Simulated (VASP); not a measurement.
# Na (P-1) in VASP: single point with r2SCAN

Aim: the single point of Na with r2SCAN.

Program: VASP 6.6.1. These are calculated values, not measurements. Logs are shortened: lines on timing, memory, paths and dates and some standing lists are left out, and cuts for length are marked.

**1. The cell of the first run**

The typed cell holds 2 atoms: a = 3.767 Å, b = 3.767 Å, c = 6.154 Å, α = 90.00°, β = 90.00°, γ = 120.00°.

**2. Single point, r2SCAN (atom 1 (Na) moved by (-0.150, -0.300) A along [1 1 0] and z)**

The input, POSCAR:

```
Na
1.0
    3.7670009976      0.0000000000      0.0000000000
   -1.8835004988      3.2623185600      0.0000000000
    0.0000000000      0.0000000000      6.1540000000
Na
2
Direct
    0.2889204805      0.6341542019      0.2012512187
    0.6666666667      0.3333333333      0.7500000000
```

The input, INCAR.step1:

```
SYSTEM = Na
  PREC = Accurate
  ENCUT = 520
  ISMEAR = 0
  SIGMA = 0.15
  LREAL = .FALSE.
  LASPH = .TRUE.
  NELM = 100
  NBANDS = 14
  GGA = PE
  ALGO = Normal
  EDIFF = 1E-4
  LWAVE = .TRUE.
  LCHARG = .FALSE.
```

The input, INCAR.step2:

```
SYSTEM = Na
  PREC = Accurate
  ENCUT = 520
  EDIFF = 1E-6
  ISMEAR = 0
  SIGMA = 0.15
  LREAL = .FALSE.
  LASPH = .TRUE.
  NELM = 100
  ALGO = Normal
  ISIF = 2
  LWAVE = .FALSE.
  LCHARG = .FALSE.
  METAGGA = R2SCAN
  LMIXTAU = .TRUE.
  NBANDS = 14
  ISTART = 1
```

The input, KPOINTS:

```
regular mesh
0
G
  12 12 8
  0 0 0
```

Potentials or basis: VASP PAW PBE potentials, release 64 (Na_pv).

Run with:

```sh
$ cat potpaw_PBE.64/Na_pv/POTCAR > POTCAR
$ cp INCAR.step1 INCAR
$ mpirun -np 1 vasp_std > vasp.out
$ cp INCAR.step2 INCAR
$ mpirun -np 1 vasp_std > vasp.out
```

OUTCAR:

```text
SYSTEM = Na
   PREC = Accurate
   ENCUT = 520
   EDIFF = 1E-6
   ISMEAR = 0
   LREAL = .FALSE.
   LASPH = .TRUE.
   NELM = 100
   ISIF = 2
   METAGGA = R2SCAN
   ISTART = 1

 ion  position               nearest neighbor table
   1  0.289  0.634  0.201-
   2  0.667  0.333  0.750-

  LATTYP: Found a hexagonal cell.
 ALAT       =     3.7670009976
 C/A-ratio  =     1.6336603054

  Lattice vectors:

 A1 = (   3.7670009976,   0.0000000000,   0.0000000000)
 A2 = (  -1.8835004988,   3.2623185600,   0.0000000000)
 A3 = (   0.0000000000,   0.0000000000,   6.1540000000)

Analysis of symmetry for initial positions (statically):
=====================================================================
 Subroutine PRICEL returns:
 Original cell was already a primitive cell.

 Routine SETGRP: Setting up the symmetry group for a
 hexagonal supercell.

 Subroutine GETGRP returns: Found  2 space group operations
 (whereof  1 operations were pure point group operations)
 out of a pool of 24 trial point group operations.

The static configuration has the point symmetry C_1 .
 The point group associated with its full space group is S_2 .

Analysis of symmetry for dynamics (positions and initial velocities):
=====================================================================
 Subroutine PRICEL returns:
 Original cell was already a primitive cell.

 Routine SETGRP: Setting up the symmetry group for a
 hexagonal supercell.

 Subroutine GETGRP returns: Found  2 space group operations
 (whereof  1 operations were pure point group operations)
 out of a pool of 24 trial point group operations.

The dynamic configuration has the point symmetry C_1 .
 The point group associated with its full space group is S_2 .

 Subroutine INISYM returns: Found  2 space group operations
 (whereof  1 operations are pure point group operations),
 and found     1 'primitive' translations

----------------------------------------------------------------------------------------

                                     Primitive cell

  volume of cell :      75.6275

  direct lattice vectors                    reciprocal lattice vectors
     3.767000998  0.000000000  0.000000000     0.265463163  0.153265229  0.000000000
    -1.883500499  3.262318560  0.000000000     0.000000000  0.306530457  0.000000000
     0.000000000  0.000000000  6.154000000     0.000000000  0.000000000  0.162495938

  length of vectors
     3.767000998  3.767000998  6.154000000     0.306530457  0.306530457  0.162495938

  position of ions in fractional coordinates (direct lattice)
     0.288920481  0.634154202  0.201251219
     0.666666667  0.333333333  0.750000000

  ion indices of the primitive-cell ions
   primitive index   ion index
                 1           1
                 2           2

----------------------------------------------------------------------------------------

 KPOINTS: regular mesh

Automatic generation of k-mesh.
 Grid dimensions read from file:
 generate k-points for:   12   12    8

 Generating k-lattice:

  Cartesian coordinates                     Fractional coordinates (reciprocal lattice)
     0.022121930  0.012772102  0.000000000     0.083333333 -0.000000000  0.000000000
     0.000000000  0.025544205  0.000000000     0.000000000  0.083333333  0.000000000
     0.000000000  0.000000000  0.020311992     0.000000000  0.000000000  0.125000000

  Length of vectors
     0.025544205  0.025544205  0.020311992

  Shift w.r.t. Gamma in fractional coordinates (k-lattice)
     0.000000000  0.000000000  0.000000000

 Subroutine IBZKPT returns following result:
 ===========================================

 Found    580 irreducible k-points:

 Following reciprocal coordinates:
            Coordinates               Weight
  0.000000  0.000000  0.000000      1.000000
  0.083333  0.000000  0.000000      2.000000
  0.000000  0.083333  0.000000      2.000000
 -0.083333  0.083333  0.000000      2.000000
  0.166667  0.000000  0.000000      2.000000
  0.000000  0.166667  0.000000      2.000000
[... 16 lines left out ...]
  0.166667  0.083333  0.000000      2.000000
 -0.083333  0.250000  0.000000      2.000000
 [... further k-points ...]
   k-points           NKPTS =    580   k-points in BZ     NKDIM =    580   number of bands    NBANDS=     14
   number of dos      NEDOS =    301   number of ions     NIONS =      2
   total plane-waves  NPLWV =  37632
   dimension x,y,z NGX =    28 NGY =   28 NGZ =   48
   dimension x,y,z NGXF=    56 NGYF=   56 NGZF=   96
   ions per type =               2
   NGX,Y,Z   is equivalent  to a cutoff of  12.36, 12.36, 12.97 a.u.
   NGXF,Y,Z  is equivalent  to a cutoff of  24.71, 24.71, 25.93 a.u.
 SYSTEM =  Na
   PREC   = accura    normal or accurate (medium, high low for compatibility)
   ISTART =      1    job   : 0-new  1-cont  2-samecut
   ICHARG =      0    charge: 1-file 2-atom 10-const
   ISPIN  =      1    spin polarized calculation?
   LNONCOLLINEAR =      F non collinear calculations
   LSORBIT =      F    spin-orbit coupling
   LASPH  =      T    aspherical Exc in radial PAW
   ENCUT  =  520.0 eV  38.22 Ry    6.18 a.u.   7.00  7.00 11.44*2*pi/ulx,y,z
   NELM   =    100;   NELMIN=  2; NELMDL=  0     # of ELM steps
   EDIFF  = 0.1E-05   stopping-criterion for ELM
   LREAL  =      F    real-space projection
   EDIFFG = 0.1E-04   stopping-criterion for IOM
   NSW    =      0    number of steps for IOM
   IBRION =     -1    ionic relax: 0-MD 1-quasi-New 2-CG
   NFREE  =      0    steps in history (QN), initial steepest desc. (CG)
   ISIF   =      2    stress and relaxation
   ISYM   =      2    0-nonsym 1-usesym 2-fastsym
   POTIM  = 0.5000    time-step for ionic-motion
   TEBEG  =    0.0;   TEEND  =   0.0 temperature during run
   PSTRESS=    0.0 pullay stress
   NELECT =      14.0000    total number of electrons
   NUPDOWN=      -1.0000    fix difference up-down
   EMIN   =  10.00;   EMAX   =-10.00  energy-range for DOS
   EFERMI =   0.00;   METHOD = LEGACY
   ISMEAR =     0;   SIGMA  =   0.15  broadening in eV -4-tet -1-fermi 0-gaus
   EFERMI_NEDOS =   21; number of points for ismear=-14 and -15
   IALGO  =     38    algorithm
   IMIX   =      4    mixing-type and parameters
     AMIX     =   0.40;   BMIX     =  1.00
     AMIX_MAG =   1.60;   BMIX_MAG =  1.00
  volume/ion in A,a.u.               =      37.81       255.18
  Fermi-wavevector in a.u.,A,eV,Ry     =   0.933020  1.763152 11.844231  0.870526
  Thomas-Fermi vector in A             =   2.059678
   LORBIT       =      0    0 simple, 1 ext, 2 COOP (PROOUT), +10 PAW based schemes
   METAGGA = R2SCAN    functional components
   LHFCALC =     F    Hartree Fock is set to
   AEXX    =    0.0000 exact exchange contribution
   IVDW    =     0    specifies the selected vdW correction
   LEPSILON=     F    determine dielectric tensor
   LRPA    =     F    only Hartree local field effects (RPA)
 non-spin polarized calculation
 Gauss-broadening in eV      SIGMA  =   0.15
  energy-cutoff  :      520.00
  volume of cell :       75.63
 maximum number of plane-waves:      2059
   NGX = 13   NGY = 13   NGZ = 23

 number of electron      14.0000008 magnetization

 Free energy of the ion-electron system (eV)
  ---------------------------------------------------
  ext. energy  EPLUGINS =         0.00000000
  ---------------------------------------------------
  free energy    TOTEN  =        -7.07799968 eV

  energy without entropy =       -7.06849680  energy(sigma->0) =       -7.07324824

 E-fermi :   0.2856     XC(G=0):  -6.8571

 val. band max:        0.2431052199   @ k =  -0.2500   0.5000   0.3750
 cond. band min:       0.2948676183   @ k =   0.4167  -0.0833   0.5000
 fundamental gap:      0.0517623983
 Fermi energy:         0.2855656764

 k-point     1 :       0.0000    0.0000    0.0000
  band No.  band energies     occupation
      1     -25.7798      2.00000
      2     -25.7482      2.00000
      3     -25.7438      2.00000
      4     -25.7404      2.00000
      5     -25.7402      2.00000
      6     -25.7393      2.00000
      7      -3.1668      2.00000
      8       0.8162      0.00000
      9       1.4300      0.00000
     10      10.7464      0.00000
     11      10.8332      0.00000
     12      11.1797      0.00000
     13      11.2706      0.00000
     14      11.4965      0.00000

 k-point     2 :       0.0833    0.0000    0.0000
  band No.  band energies     occupation
      1     -25.7790      2.00000
      2     -25.7502      2.00000
      3     -25.7445      2.00000
      4     -25.7419      2.00000
      5     -25.7403      2.00000
      6     -25.7395      2.00000
      7      -3.0583      2.00000
      8       0.9142      0.00000
      9       1.5321      0.00000
     10       9.0962      0.00000
     11      10.0762      0.00000
     12      10.5111      0.00000
     13      12.0380      0.00000
     14      12.2176      0.00000

 k-point     3 :       0.0000    0.0833    0.0000
  band No.  band energies     occupation
      1     -25.7791      2.00000
      2     -25.7490      2.00000
      3     -25.7458      2.00000
      4     -25.7410      2.00000
      5     -25.7404      2.00000
      6     -25.7402      2.00000
      7      -3.0583      2.00000
      8       0.9143      0.00000
      9       1.5327      0.00000
     10       9.0726      0.00000
     11      10.0730      0.00000
     12      10.5035      0.00000
     13      12.0861      0.00000
     14      12.2328      0.00000
[... 324 lines left out ...]
 k-point    23 :       0.1667    0.0833    0.0000
  band No.  band energies     occupation
      1     -25.7752      2.00000
      2     -25.7582      2.00000
      3     -25.7511      2.00000
      4     -25.7470      2.00000
      5     -25.7417      2.00000
      6     -25.7414      2.00000
      7      -2.4124      2.00000
      8       1.5037      0.00000
      9       2.1228      0.00000
     10       6.2375      0.00000
     11       7.4831      0.00000
     12       9.8155      0.00000
     13      10.2060      0.00000
     14      11.0286      0.00000

 k-point    24 :      -0.0833    0.2500    0.0000
  band No.  band energies     occupation
      1     -25.7757      2.00000
      2     -25.7548      2.00000
      3     -25.7526      2.00000
      4     -25.7478      2.00000
      5     -25.7425      2.00000
      6     -25.7412      2.00000
      7      -2.4123      2.00000
      8       1.5041      0.00000
      9       2.1289      0.00000
     10       6.2216      0.00000
     11       7.4296      0.00000
     12       9.8392      0.00000
     13      10.2196      0.00000
     14      11.0092      0.00000

 [... further k-points ...]

------------------------ aborting loop because EDIFF is reached ----------------------------------------

  FORCE on cell =-STRESS in cart. coord.  units (eV):
  Direction    XX          YY          ZZ          XY          YZ          ZX
  --------------------------------------------------------------------------------------
  -------------------------------------------------------------------------------------
  Total        0.1194730      0.0433335      0.0943006      0.0349992      0.0231172      0.0251938
  in kB        2.5310492      0.9180252      1.9977703      0.7414624      0.4897409      0.5337345
  external PRESSURE =       1.8156149 kB  Pullay stress =       0.0000000 kB

 VOLUME and BASIS-vectors are now :
 -----------------------------------------------------------------------------
  energy-cutoff  :      520.00
  volume of cell :       75.63
      direct lattice vectors                 reciprocal lattice vectors
     3.767000998  0.000000000  0.000000000     0.265463163  0.153265229  0.000000000
    -1.883500499  3.262318560  0.000000000     0.000000000  0.306530457  0.000000000
     0.000000000  0.000000000  6.154000000     0.000000000  0.000000000  0.162495938

 POSITION                                       TOTAL-FORCE (eV/Angst)
 -----------------------------------------------------------------------------------
     -0.10607      2.06881      1.23850         0.020768      0.022102      0.253577
      1.88350      1.08744      4.61550        -0.020768     -0.022102     -0.253577
 -----------------------------------------------------------------------------------
    total drift:                               -0.000005     -0.000421     -0.000088

  FREE ENERGIE OF THE ION-ELECTRON SYSTEM (eV)
  ---------------------------------------------------
  free  energy   TOTEN  =        -7.0779996764 eV

  energy  without entropy=       -7.0684967961  energy(sigma->0) =       -7.07324824
```

It took 26 min on 1 thread of Intel Xeon 8259CL, shared host; peak memory 0.53 GiB.

What came out:

* Free energy: -7.0780 eV
* Pressure: 0.2 GPa
* Largest force: 0.255 eV/Å
* Band gap on the k mesh: zero (bands 7 and 8 overlap by 4.25 eV)

Forces on the atoms (eV/Å):
```
Na   0.021  0.022  0.254
Na  -0.021 -0.022 -0.254
```

Caveat: the cell differs from its parent crystal (atom 1 (Na) moved by (-0.150, -0.300) A along [1 1 0] and z); the PAW data sets were made with another functional, which shifts forces and pressure a little.

The gap in the log of VASP goes by the Fermi energy; the results here count the filled bands.